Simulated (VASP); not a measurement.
Here is a VASP 6.6.1 calculation.

INCAR

```
SYSTEM = Co4H
PREC = Accurate
ENCUT = 520
EDIFF = 1E-7
ISMEAR = 0
SIGMA = 0.1
LREAL = .False.
LASPH = .True.
NELM = 150
ALGO = Normal
ISIF = 2
LWAVE = .False.
LCHARG = .False.
ISPIN = 2
MAGMOM = 1.94 1.89 1.88 1.92 1
LORBIT = 11
LMAXMIX = 4
LDIPOL = .True.
IDIPOL = 3
DIPOL = 0.5 0.5 0.491
GGA = PS
NBANDS = 30
```

The input KPOINTS:

```
regular mesh
0
Gamma
  12 12 1
  0 0 0
```

File POSCAR:

```
Co4H
1.0
    2.4564222732      0.0000000000      0.0000000000
   -1.2282111366      2.1273240910      0.0000000000
    0.0000000000      0.0000000000     24.9541203316
Co H
4 1
Direct
    0.6666666666      0.3333333333      0.3406251107
    0.3333333334      0.6666666667      0.4201593419
    0.6647761522      0.3295523045      0.5003606452
    0.3303524209      0.6607048417      0.5790544990
   -0.0027905613     -0.0055811226      0.6159432442
```

Potentials or basis: VASP PAW PBE potentials, release 64 (Co, H).

Launch:

```console
$ cat potpaw_PBE.64/Co/POTCAR potpaw_PBE.64/H/POTCAR > POTCAR
$ mpirun -np 1 vasp_std > vasp.out
```

Q: What does it give for the site moments?

A: Co +1.73, +1.61, +1.62, +1.27; H -0.01 μB.

Q: Predict the largest force.

A: 0.339 eV/Å.

Q: Estimate the net moment.

A: 6.21 μB per cell.

Forces on the atoms (eV/Å):
```
Co   0.000 -0.002  0.339
Co   0.000 -0.008 -0.290
Co   0.000  0.001  0.017
Co   0.000  0.011 -0.047
H    0.000 -0.002 -0.018
```

Caveat: the PAW data sets were made with another functional, which shifts forces and pressure a little.
